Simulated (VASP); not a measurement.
# GePt (scan) (Pnma) in VASP: single point with r2SCAN

Aim: the single point of GePt (scan) with r2SCAN.

All numbers are computed with VASP 6.6.1; they aren't measurements. Logs are shortened: lines on timing, memory, paths and dates and some standing lists are left out, and cuts for length are marked.

### 1 The cell of the first run

It takes space group Pnma (No. 62, orthorhombic). The conventional cell has a = 5.756 Å, b = 3.730 Å, c = 6.112 Å, α = 90.00°, β = 90.00°, γ = 90.00°. Ge (site symmetry m) has 6 Pt at 2.48 to 2.68 Å and 2 Ge at 3.04 Å within 3.3 Å. Within 3.3 Å of Pt (site symmetry m) lie 6 Ge at 2.48 to 2.68 Å and 4 Pt at 2.96 to 3.00 Å.

### 2 Single point, r2SCAN

POSCAR

```
GePt
1.0
    5.7560126200      0.0000000000      0.0000000000
    0.0000000000      3.7300318100      0.0000000000
    0.0000000000      0.0000000000      6.1115638700
Ge Pt
4 4
Direct
    0.8139321600      0.7500000000      0.5880128600
    0.1860678400      0.2500000000      0.4119871400
    0.3139321600      0.7500000000      0.9119871400
    0.6860678400      0.2500000000      0.0880128600
    0.0018518400      0.7500000000      0.1927088600
    0.9981481600      0.2500000000      0.8072911400
    0.5018518400      0.7500000000      0.3072911400
    0.4981481600      0.2500000000      0.6927088600
```

INCAR.step1

```
PREC = Accurate
ENCUT = 520
ISMEAR = 0
SIGMA = 0.1
LREAL = False
LASPH = True
NELM = 100
NBANDS = 58
GGA = PE
ALGO = Normal
EDIFF = 1E-4
LWAVE = True
LCHARG = False
```

INCAR.step2

```
PREC = Accurate
ENCUT = 520
EDIFF = 1E-6
ISMEAR = 0
SIGMA = 0.1
LREAL = False
LASPH = True
NELM = 100
ALGO = Normal
ISIF = 2
LWAVE = False
LCHARG = False
METAGGA = R2SCAN
LMIXTAU = True
NBANDS = 58
ISTART = 1
```

KPOINTS

```
Automatic mesh
0
Gamma
  4 6 4
```

Potentials or basis: VASP PAW PBE potentials, release 64 (Ge_d, Pt).

On the command line:

```bash
cat potpaw_PBE.64/Ge_d/POTCAR potpaw_PBE.64/Pt/POTCAR > POTCAR
cp INCAR.step1 INCAR
mpirun -np 1 vasp_std > vasp.out
cp INCAR.step2 INCAR
mpirun -np 1 vasp_std > vasp.out
```

OUTCAR:

```text
PREC = Accurate
   ENCUT = 520
   EDIFF = 1E-6
   ISMEAR = 0
   LREAL = False
   LASPH = True
   NELM = 100
   ISIF = 2
   METAGGA = R2SCAN
   ISTART = 1

 ion  position               nearest neighbor table
   1  0.814  0.750  0.588-   7 2.48   6 2.53   6 2.53   5 2.65   8 2.68   8 2.68
   2  0.186  0.250  0.412-   8 2.48   5 2.53   5 2.53   6 2.65   7 2.68   7 2.68
   3  0.314  0.750  0.912-   5 2.48   8 2.53   8 2.53   7 2.65   6 2.68   6 2.68
   4  0.686  0.250  0.088-   6 2.48   7 2.53   7 2.53   8 2.65   5 2.68   5 2.68
   5  0.002  0.750  0.193-   3 2.48   2 2.53   2 2.53   1 2.65   4 2.68   4 2.68   7 2.96   7 2.96
                             6 3.00   6 3.00
   6  0.998  0.250  0.807-   4 2.48   1 2.53   1 2.53   2 2.65   3 2.68   3 2.68   8 2.96   8 2.96
                             5 3.00   5 3.00
   7  0.502  0.750  0.307-   1 2.48   4 2.53   4 2.53   3 2.65   2 2.68   2 2.68   5 2.96   5 2.96
                             8 3.00   8 3.00
   8  0.498  0.250  0.693-   2 2.48   3 2.53   3 2.53   4 2.65   1 2.68   1 2.68   6 2.96   6 2.96
                             7 3.00   7 3.00

  LATTYP: Found a simple orthorhombic cell.
 ALAT       =     3.7300318100
 B/A-ratio  =     1.5431537620
 C/A-ratio  =     1.6384750000

  Lattice vectors:

 A1 = (   0.0000000000,  -3.7300318100,   0.0000000000)
 A2 = (   5.7560126200,   0.0000000000,   0.0000000000)
 A3 = (   0.0000000000,   0.0000000000,   6.1115638700)

Analysis of symmetry for initial positions (statically):
=====================================================================
 Subroutine PRICEL returns:
 Original cell was already a primitive cell.

 Routine SETGRP: Setting up the symmetry group for a
 simple orthorhombic supercell.

 Subroutine GETGRP returns: Found  8 space group operations
 (whereof  2 operations were pure point group operations)
 out of a pool of  8 trial point group operations.

The static configuration has the point symmetry S_2 .
 The point group associated with its full space group is D_2h.

Analysis of symmetry for dynamics (positions and initial velocities):
=====================================================================
 Subroutine PRICEL returns:
 Original cell was already a primitive cell.

 Routine SETGRP: Setting up the symmetry group for a
 simple orthorhombic supercell.

 Subroutine GETGRP returns: Found  8 space group operations
 (whereof  2 operations were pure point group operations)
 out of a pool of  8 trial point group operations.

The dynamic configuration has the point symmetry S_2 .
 The point group associated with its full space group is D_2h.

 Subroutine INISYM returns: Found  8 space group operations
 (whereof  2 operations are pure point group operations),
 and found     1 'primitive' translations

----------------------------------------------------------------------------------------

                                     Primitive cell

  volume of cell :     131.2159

  direct lattice vectors                    reciprocal lattice vectors
     5.756012620  0.000000000  0.000000000     0.173731377  0.000000000  0.000000000
     0.000000000  3.730031810  0.000000000     0.000000000  0.268094228  0.000000000
     0.000000000  0.000000000  6.111563870     0.000000000  0.000000000  0.163624241

  length of vectors
     5.756012620  3.730031810  6.111563870     0.173731377  0.268094228  0.163624241

  position of ions in fractional coordinates (direct lattice)
     0.813932160  0.750000000  0.588012860
     0.186067840  0.250000000  0.411987140
     0.313932160  0.750000000  0.911987140
     0.686067840  0.250000000  0.088012860
     0.001851840  0.750000000  0.192708860
     0.998148160  0.250000000  0.807291140
     0.501851840  0.750000000  0.307291140
     0.498148160  0.250000000  0.692708860

  ion indices of the primitive-cell ions
   primitive index   ion index
                 1           1
                 2           2
                 3           3
                 4           4
                 5           5
                 6           6
                 7           7
                 8           8

----------------------------------------------------------------------------------------

 KPOINTS: Automatic mesh

Automatic generation of k-mesh.
 Grid dimensions read from file:
 generate k-points for:    4    6    4

 Generating k-lattice:

  Cartesian coordinates                     Fractional coordinates (reciprocal lattice)
     0.043432844  0.000000000  0.000000000     0.250000000  0.000000000  0.000000000
     0.000000000  0.044682371  0.000000000     0.000000000  0.166666667  0.000000000
     0.000000000  0.000000000  0.040906060     0.000000000  0.000000000  0.250000000

  Length of vectors
     0.043432844  0.044682371  0.040906060

  Shift w.r.t. Gamma in fractional coordinates (k-lattice)
     0.000000000  0.000000000  0.000000000

 Subroutine IBZKPT returns following result:
 ===========================================

 Found     36 irreducible k-points:

 Following reciprocal coordinates:
            Coordinates               Weight
  0.000000  0.000000  0.000000      1.000000
  0.250000  0.000000  0.000000      2.000000
  0.500000  0.000000  0.000000      1.000000
  0.000000  0.166667  0.000000      2.000000
  0.250000  0.166667  0.000000      4.000000
  0.500000  0.166667  0.000000      2.000000
[... 16 lines left out ...]
  0.250000  0.500000  0.250000      4.000000
  0.500000  0.500000  0.250000      2.000000
 [... further k-points ...]
   k-points           NKPTS =     36   k-points in BZ     NKDIM =     36   number of bands    NBANDS=     58
   number of dos      NEDOS =    301   number of ions     NIONS =      8
   total plane-waves  NPLWV =  64512
   dimension x,y,z NGX =    48 NGY =   28 NGZ =   48
   dimension x,y,z NGXF=    96 NGYF=   56 NGZF=   96
   ions per type =               4   4
   NGX,Y,Z   is equivalent  to a cutoff of  13.86, 12.48, 13.06 a.u.
   NGXF,Y,Z  is equivalent  to a cutoff of  27.73, 24.96, 26.11 a.u.
 SYSTEM =  unknown system
   PREC   = accura    normal or accurate (medium, high low for compatibility)
   ISTART =      1    job   : 0-new  1-cont  2-samecut
   ICHARG =      0    charge: 1-file 2-atom 10-const
   ISPIN  =      1    spin polarized calculation?
   LNONCOLLINEAR =      F non collinear calculations
   LSORBIT =      F    spin-orbit coupling
   LASPH  =      T    aspherical Exc in radial PAW
   ENCUT  =  520.0 eV  38.22 Ry    6.18 a.u.  10.70  6.94 11.36*2*pi/ulx,y,z
   NELM   =    100;   NELMIN=  2; NELMDL=  0     # of ELM steps
   EDIFF  = 0.1E-05   stopping-criterion for ELM
   LREAL  =      F    real-space projection
   EDIFFG = 0.1E-04   stopping-criterion for IOM
   NSW    =      0    number of steps for IOM
   IBRION =     -1    ionic relax: 0-MD 1-quasi-New 2-CG
   NFREE  =      0    steps in history (QN), initial steepest desc. (CG)
   ISIF   =      2    stress and relaxation
   ISYM   =      2    0-nonsym 1-usesym 2-fastsym
   POTIM  = 0.5000    time-step for ionic-motion
   TEBEG  =    0.0;   TEEND  =   0.0 temperature during run
   PSTRESS=    0.0 pullay stress
   NELECT =      96.0000    total number of electrons
   NUPDOWN=      -1.0000    fix difference up-down
   EMIN   =  10.00;   EMAX   =-10.00  energy-range for DOS
   EFERMI =   0.00;   METHOD = LEGACY
   ISMEAR =     0;   SIGMA  =   0.10  broadening in eV -4-tet -1-fermi 0-gaus
   EFERMI_NEDOS =   21; number of points for ismear=-14 and -15
   IALGO  =     38    algorithm
   IMIX   =      4    mixing-type and parameters
     AMIX     =   0.40;   BMIX     =  1.00
     AMIX_MAG =   1.60;   BMIX_MAG =  1.00
  volume/ion in A,a.u.               =      16.40       110.69
  Fermi-wavevector in a.u.,A,eV,Ry     =   1.475151  2.787630 29.607221  2.176069
  Thomas-Fermi vector in A             =   2.589835
   LORBIT       =      0    0 simple, 1 ext, 2 COOP (PROOUT), +10 PAW based schemes
   METAGGA = R2SCAN    functional components
   LHFCALC =     F    Hartree Fock is set to
   AEXX    =    0.0000 exact exchange contribution
   IVDW    =     0    specifies the selected vdW correction
   LEPSILON=     F    determine dielectric tensor
   LRPA    =     F    only Hartree local field effects (RPA)
 non-spin polarized calculation
 Gauss-broadening in eV      SIGMA  =   0.10
  energy-cutoff  :      520.00
  volume of cell :      131.22
 maximum number of plane-waves:      3554
 NGX is ok and might be reduce to    48
   NGX = 21   NGY = 13   NGZ = 23

 number of electron      96.0000003 magnetization

 Free energy of the ion-electron system (eV)
  ---------------------------------------------------
  ext. energy  EPLUGINS =         0.00000000
  ---------------------------------------------------
  free energy    TOTEN  =      -265.35145797 eV

  energy without entropy =     -265.33755788  energy(sigma->0) =     -265.34450793

 E-fermi :   9.4322     XC(G=0): -13.5195

 val. band max:        9.4131101324   @ k =   0.0000   0.0000   0.5000
 cond. band min:       9.4543944359   @ k =   0.0000   0.5000   0.2500
 fundamental gap:      0.0412843035
 Fermi energy:         9.4322279591

 k-point     1 :       0.0000    0.0000    0.0000
  band No.  band energies     occupation
      1     -16.5396      2.00000
      2     -16.5315      2.00000
      3     -16.5314      2.00000
      4     -16.5267      2.00000
      5     -16.5163      2.00000
      6     -16.5021      2.00000
[... 50 lines left out ...]
     57      14.8807      0.00000
     58      15.6107      0.00000

 k-point     2 :       0.2500    0.0000    0.0000
  band No.  band energies     occupation
      1     -16.5381      2.00000
      2     -16.5323      2.00000
      3     -16.5299      2.00000
      4     -16.5265      2.00000
      5     -16.5151      2.00000
      6     -16.5047      2.00000
[... 50 lines left out ...]
     57      14.7149      0.00000
     58      15.4235      0.00000
[... 1279 lines left out ...]
     57      15.6701      0.00000
     58      15.6701      0.00000

 k-point    24 :       0.5000    0.5000    0.2500
  band No.  band energies     occupation
      1     -16.5257      2.00000
      2     -16.5257      2.00000
      3     -16.5257      2.00000
      4     -16.5257      2.00000
      5     -16.5058      2.00000
      6     -16.5058      2.00000
[... 50 lines left out ...]
     57      14.9160      0.00000
     58      14.9160      0.00000

 [... further k-points ...]

------------------------ aborting loop because EDIFF is reached ----------------------------------------

  FORCE on cell =-STRESS in cart. coord.  units (eV):
  Direction    XX          YY          ZZ          XY          YZ          ZX
  --------------------------------------------------------------------------------------
  -------------------------------------------------------------------------------------
  Total        0.4302164     -0.4968172      0.3652958      0.0000000      0.0000000      0.0000000
  in kB        5.2530430     -6.0662539      4.4603468      0.0000000      0.0000000      0.0000000
  external PRESSURE =       1.2157120 kB  Pullay stress =       0.0000000 kB

 VOLUME and BASIS-vectors are now :
 -----------------------------------------------------------------------------
  energy-cutoff  :      520.00
  volume of cell :      131.22
      direct lattice vectors                 reciprocal lattice vectors
     5.756012620  0.000000000  0.000000000     0.173731377  0.000000000  0.000000000
     0.000000000  3.730031810  0.000000000     0.000000000  0.268094228  0.000000000
     0.000000000  0.000000000  6.111563870     0.000000000  0.000000000  0.163624241

 POSITION                                       TOTAL-FORCE (eV/Angst)
 -----------------------------------------------------------------------------------
      4.68500      2.79752      3.59368         0.034871      0.000000     -0.012037
      1.07101      0.93251      2.51789        -0.034871      0.000000      0.012037
      1.80700      2.79752      5.57367         0.034871      0.000000      0.012037
      3.94902      0.93251      0.53790        -0.034871      0.000000     -0.012037
      0.01066      2.79752      1.17775         0.021282     -0.000000      0.027926
      5.74535      0.93251      4.93381        -0.021282      0.000000     -0.027926
      2.88867      2.79752      1.87803         0.021282     -0.000000     -0.027926
      2.86735      0.93251      4.23353        -0.021282      0.000000      0.027926
 -----------------------------------------------------------------------------------
    total drift:                                0.000000      0.000000     -0.000000

  FREE ENERGIE OF THE ION-ELECTRON SYSTEM (eV)
  ---------------------------------------------------
  free  energy   TOTEN  =      -265.3514579745 eV

  energy  without entropy=     -265.3375578829  energy(sigma->0) =     -265.34450793
```

Wall time 10 min (1 thread of Intel Xeon Platinum 8488C (Sapphire Rapids), shared host); peak memory 0.39 GiB.

Results:

| Item | Value |
| --- | --- |
| Free energy | -265.3515 eV |
| Pressure | 0.1 GPa |
| Largest force | 0.037 eV/Å |
| Band gap on the k mesh | zero (band 48 reaches 10.18 eV, above the bottom of band 49 at 8.95 eV) |

Forces on the atoms (eV/Å):
```
Ge   0.035  0.000 -0.012
Ge  -0.035  0.000  0.012
Ge   0.035  0.000  0.012
Ge  -0.035  0.000 -0.012
Pt   0.021  0.000  0.028
Pt  -0.021  0.000 -0.028
Pt   0.021  0.000 -0.028
Pt  -0.021  0.000  0.028
```

Caveat: the PAW data sets were made with another functional, which shifts forces and pressure a little; spin-orbit coupling is left out, which moves the levels of the heavy elements.
